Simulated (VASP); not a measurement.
# O (Fd-3m) in VASP: further runs, part 2 of 2

VASP 6.6.1.

## (4) Single point, LDA

This run uses another cell than the first one, of 9.87 Å³/atom, 1.136 times its volume.

The input, INCAR:

```
SYSTEM = O
  ALGO = Normal
  EDIFF = 1E-6
  ENCUT = 520
  GGA = CA
  ISIF = 2
  ISMEAR = -1
  LASPH = .True.
  LCHARG = .False.
  LREAL = .False.
  LWAVE = .False.
  NBANDS = 13
  NELM = 100
  PREC = Accurate
  SIGMA = 0.08
```

The input, KPOINTS:

```
k-points
0
Gamma
  14 14 14
  0 0 0
```

The input, POSCAR:

```
O
1.0
    0.0000000000      2.1449764985      2.1449764985
    2.1449764985      0.0000000000      2.1449764985
    2.1449764985      2.1449764985      0.0000000000
O
2
Direct
   -0.1250000000     -0.1250000000     -0.1250000000
    0.1250000000      0.1250000000      0.1250000000
```

Potentials or basis: VASP PAW LDA potentials, release 64 (O).

Run with:

```sh
cat potpaw_LDA.64/O/POTCAR > POTCAR
mpirun -np 1 vasp_std > vasp.out
```

OUTCAR:

```text
SYSTEM = O
   EDIFF = 1E-6
   ENCUT = 520
   GGA = CA
   ISIF = 2
   ISMEAR = -1
   LASPH = .True.
   LREAL = .False.
   NELM = 100
   PREC = Accurate

 ion  position               nearest neighbor table
   1  0.875  0.875  0.875-   2 1.86   2 1.86   2 1.86   2 1.86
   2  0.125  0.125  0.125-   1 1.86   1 1.86   1 1.86   1 1.86

  LATTYP: Found a face centered cubic cell.
 ALAT       =     4.2899529970

  Lattice vectors:

 A1 = (   0.0000000000,   2.1449764985,   2.1449764985)
 A2 = (   2.1449764985,   0.0000000000,   2.1449764985)
 A3 = (   2.1449764985,   2.1449764985,   0.0000000000)
[... 561 lines left out ...]
      9      12.4852      0.00000
     10      17.7883      0.00000
     11      23.2831      0.00000
     12      23.3345      0.00000
     13      28.3149      0.00000

 [... further k-points ...]
[... 5 lines left out ...]
  --------------------------------------------------------------------------------------
  -------------------------------------------------------------------------------------
  Total        0.0180628      0.0180628      0.0180628     -0.0000000      0.0000000     -0.0000000
  in kB        1.4662167      1.4662167      1.4662167     -0.0000000      0.0000000     -0.0000000
  external PRESSURE =       1.4662167 kB  Pullay stress =       0.0000000 kB

 VOLUME and BASIS-vectors are now :
 -----------------------------------------------------------------------------
  energy-cutoff  :      520.00
  volume of cell :       19.74
      direct lattice vectors                 reciprocal lattice vectors
     0.000000000  2.144976499  2.144976499    -0.233102787  0.233102787  0.233102787
     2.144976499  0.000000000  2.144976499     0.233102787 -0.233102787  0.233102787
     2.144976499  2.144976499  0.000000000     0.233102787  0.233102787 -0.233102787

 POSITION                                       TOTAL-FORCE (eV/Angst)
 -----------------------------------------------------------------------------------
      3.75371      3.75371      3.75371         0.000000     -0.000000     -0.000000
      0.53624      0.53624      0.53624        -0.000000      0.000000      0.000000
 -----------------------------------------------------------------------------------
    total drift:                                0.000000      0.000000      0.000000

  FREE ENERGIE OF THE ION-ELECTRON SYSTEM (eV)
  ---------------------------------------------------
  free  energy   TOTEN  =        -7.5543227222 eV

  energy  without entropy=       -7.5240743239  energy(sigma->0) =       -7.53919852
```

Wall time 7.2 s (1 thread of Intel Xeon 6975P-C (Granite Rapids), shared host); peak memory 0.13 GiB.

Results:

| Quantity | Value |
| --- | --- |
| Free energy | -7.5543 eV |
| Pressure | 0.1 GPa |
| Band gap on the k mesh | zero (band 6 reaches 1.45 eV, above the bottom of band 7 at 0.25 eV) |

## (5) Relaxation of cell and atoms, LDA

This run uses another cell than the first one, of 13.75 Å³/atom, 1.583 times its volume.

The input, INCAR:

```
SYSTEM = O
PREC = Accurate ; ENCUT = 600
EDIFF = 1E-6 ; ISMEAR = -1
SIGMA = 0.08 ; LREAL = .False.
LASPH = .True. ; NELM = 80
ALGO = Normal ; ISIF = 3
LWAVE = .False. ; LCHARG = .False.
IBRION = 2 ; NSW = 60
EDIFFG = -0.005
```

The input, KPOINTS:

```
regular mesh
0
Gamma
  14 14 14
  0 0 0
```

The input, POSCAR:

```
O
1.0
    0.0000000000      2.3957099285      2.3957099285
    2.3957099285      0.0000000000      2.3957099285
    2.3957099285      2.3957099285      0.0000000000
O
2
Direct
   -0.1250000000     -0.1250000000     -0.1250000000
    0.1250000000      0.1250000000      0.1250000000
```

Potentials or basis: VASP PAW LDA potentials, release 64 (O).

Run with:

```sh
cat potpaw_LDA.64/O/POTCAR > POTCAR
mpirun -np 1 vasp_std > vasp.out
```

OUTCAR:

```text
SYSTEM = O
   PREC = Accurate
   ENCUT = 600
   EDIFF = 1E-6
   ISMEAR = -1
   LREAL = .False.
   LASPH = .True.
   NELM = 80
   ISIF = 3
   IBRION = 2
   NSW = 60
   EDIFFG = -0.005

 ion  position               nearest neighbor table
   1  0.875  0.875  0.875-
   2  0.125  0.125  0.125-

  LATTYP: Found a face centered cubic cell.
 ALAT       =     4.7914198570

  Lattice vectors:

 A1 = (   0.0000000000,   2.3957099285,   2.3957099285)
 A2 = (   2.3957099285,   0.0000000000,   2.3957099285)
 A3 = (   2.3957099285,   2.3957099285,   0.0000000000)

Analysis of symmetry for initial positions (statically):
=====================================================================
 Subroutine PRICEL returns:
 Original cell was already a primitive cell.

 Routine SETGRP: Setting up the symmetry group for a
 face centered cubic supercell.

 Subroutine GETGRP returns: Found 48 space group operations
 (whereof 12 operations were pure point group operations)
 out of a pool of 48 trial point group operations.

The static configuration has the point symmetry D_3d.
 The point group associated with its full space group is O_h .

Analysis of symmetry for dynamics (positions and initial velocities):
=====================================================================
 Subroutine PRICEL returns:
 Original cell was already a primitive cell.

 Routine SETGRP: Setting up the symmetry group for a
[... 146 lines left out ...]

 number of electron      11.9999995 magnetization

 Free energy of the ion-electron system (eV)
  ---------------------------------------------------
  ext. energy  EPLUGINS =         0.00000000
  ---------------------------------------------------
  free energy    TOTEN  =        -6.79058942 eV

  energy without entropy =       -6.75486657  energy(sigma->0) =       -6.77272800

 E-fermi :  -2.3653     XC(G=0):  -9.4476

 val. band max:       -2.3693345674   @ k =  -0.4286   0.1429   0.0000
 cond. band min:      -2.3401986344   @ k =  -0.2857   0.0714   0.0000
 fundamental gap:      0.0291359330
 Fermi energy:        -2.3653020833

 k-point     1 :       0.0000    0.0000    0.0000
  band No.  band energies     occupation
      1     -21.3095      2.00000
      2     -16.1654      2.00000
      3      -5.1107      2.00000
      4      -5.1107      2.00000
      5      -5.1107      2.00000
      6      -2.7362      1.98081
      7      -2.7362      1.98081
      8      -2.7362      1.98081
      9       6.4676      0.00000
     10      19.2521      0.00000
[... 478 lines left out ...]
--------------------------------------- Ionic step        6  -------------------------------------------

 number of electron      12.0000002 magnetization

 Free energy of the ion-electron system (eV)
  ---------------------------------------------------
  ext. energy  EPLUGINS =         0.00000000
  ---------------------------------------------------
  free energy    TOTEN  =        -7.57864969 eV

  energy without entropy =       -7.54839781  energy(sigma->0) =       -7.56352375

 E-fermi :   1.0203     XC(G=0): -11.0568

 val. band max:        1.0185941491   @ k =  -0.2857   0.1429   0.0000
 cond. band min:       1.0372905414   @ k =   0.2143   0.0714   0.0000
 fundamental gap:      0.0186963923
 Fermi energy:         1.0202814455

 k-point     1 :       0.0000    0.0000    0.0000
  band No.  band energies     occupation
      1     -20.9337      2.00000
      2     -11.7953      2.00000
      3      -3.1267      2.00000
      4      -3.1267      2.00000
      5      -3.1267      2.00000
      6       0.2491      1.99987
      7       0.2491      1.99987
      8       0.2491      1.99987
      9      10.5943      0.00000
     10      24.6219      0.00000
[... 328 lines left out ...]
  FREE ENERGIE OF THE ION-ELECTRON SYSTEM (eV)
  ---------------------------------------------------
  free  energy   TOTEN  =        -7.5786496877 eV

  energy  without entropy=       -7.5483978102  energy(sigma->0) =       -7.56352375

 reached required accuracy - stopping structural energy minimisation
```

OSZICAR:

```text
N       E                     dE             d eps       ncg     rms          rms(c)
DAV:   1     0.514809913806E+02    0.51481E+02   -0.73904E+03  2104   0.123E+03
DAV:   2    -0.456026689957E+01   -0.56041E+02   -0.54209E+02  3104   0.216E+02
DAV:   3    -0.680884129700E+01   -0.22486E+01   -0.21726E+01  2292   0.417E+01
[... 38 lines left out ...]
       N       E                     dE             d eps       ncg     rms          rms(c)
DAV:   1    -0.757897586216E+01   -0.37396E-03   -0.79335E-03  2080   0.103E+00    0.128E-01
DAV:   2    -0.757868448109E+01    0.29138E-03   -0.51833E-04  2090   0.235E-01    0.437E-02
DAV:   3    -0.757865049653E+01    0.33985E-04   -0.12011E-04  2080   0.112E-01    0.420E-03
DAV:   4    -0.757864968772E+01    0.80880E-06   -0.94763E-07  1224   0.134E-02
   6 F= -.75786497E+01 E0= -.75635237E+01  d E =-.320580E-03
```

CONTCAR:

```text
O
   1.00000000000000
    -0.0000000000000000    2.1447257890530245    2.1447257890530245
     2.1447257890530245    0.0000000000000000    2.1447257890530245
     2.1447257890530245    2.1447257890530245   -0.0000000000000000
  O
     2
Direct
     0.8750000000000000    0.8750000000000000    0.8750000000000000
     0.1250000000000000    0.1250000000000000    0.1250000000000000

  0.00000000E+00  0.00000000E+00  0.00000000E+00
  0.00000000E+00  0.00000000E+00  0.00000000E+00
```

Wall time 34 s (1 thread of Intel Xeon 6975P-C (Granite Rapids), shared host); peak memory 0.15 GiB.

What came out:

```
Free energy                            : -7.5786 eV
Relaxed volume                         : 9.87 Å³/atom
Relaxed cell                           : a = 3.033 Å, b = 3.033 Å, c = 3.033 Å, α = 60.00°, β = 60.00°, γ = 60.00°
Space group after relaxing (to 0.05 Å) : Fd-3m (No. 227)
Energy gained by relaxing              : 394.0 meV/atom
Ionic steps                            : 6
Pressure after relaxing                : 0.0 GPa
Band gap on the k mesh                 : zero (band 6 reaches 1.45 eV, above the bottom of band 7 at 0.25 eV)
```

The path:
| step | energy change (eV) | largest force (eV/Å) | pressure (GPa) | volume (Å³) |
| --- | --- | --- | --- | --- |
| 1 | 0.0000 | 0.0000 | -23.79 | 27.50 |
| 2 | -0.7841 | 0.0000 | -3.04 | 20.15 |
| 3 | -0.7880 | 0.0000 | -0.18 | 19.75 |
| 4 | -0.7877 | 0.0000 | 0.90 | 19.62 |
| 5 | -0.7880 | 0.0000 | -0.35 | 19.78 |
| 6 | -0.7881 | 0.0000 | -0.01 | 19.73 |

Final structure:
```xyz
2
Lattice="0.0000 2.1447 2.1447 2.1447 0.0000 2.1447 2.1447 2.1447 0.0000" Properties=species:S:1:pos:R:3 pbc="T T T"
O     3.7533    3.7533    3.7533
O     0.5362    0.5362    0.5362
```

Caveat: the volume moved by over 15 % at a fixed basis, so the end points are rough.

## (6) Overview

| task | cell | cutoff (eV) | smearing | gap on the mesh (eV) | pressure (GPa) |
| --- | --- | --- | --- | --- | --- |
| single point | a = 2.907 Å, angles 60.0°, 2 atoms | 520 | fermi-dirac 0.08 eV | none | 25.2 |
| single point | a = 2.907 Å, angles 60.0°, 2 atoms | 520 | tetrahedron | none | 25.5 |
| single point | a = 3.033 Å, angles 60.0°, 2 atoms | 520 | fermi-dirac 0.08 eV | none | 0.1 |
| relaxation of cell and atoms | relaxed from a = 3.388 Å, angles 60.0°, 2 atoms | 600 | fermi-dirac 0.08 eV | none | 0.0 |

Alike in all rows: level LDA; potentials or basis VASP PAW LDA potentials, release 64 (O); no spin polarisation; k mesh 14 × 14 × 14.

Caveats: the volume moved by over 15 % at a fixed basis, so the end points are rough (some runs).

Absolute energies hang on the potentials; compare differences alone.
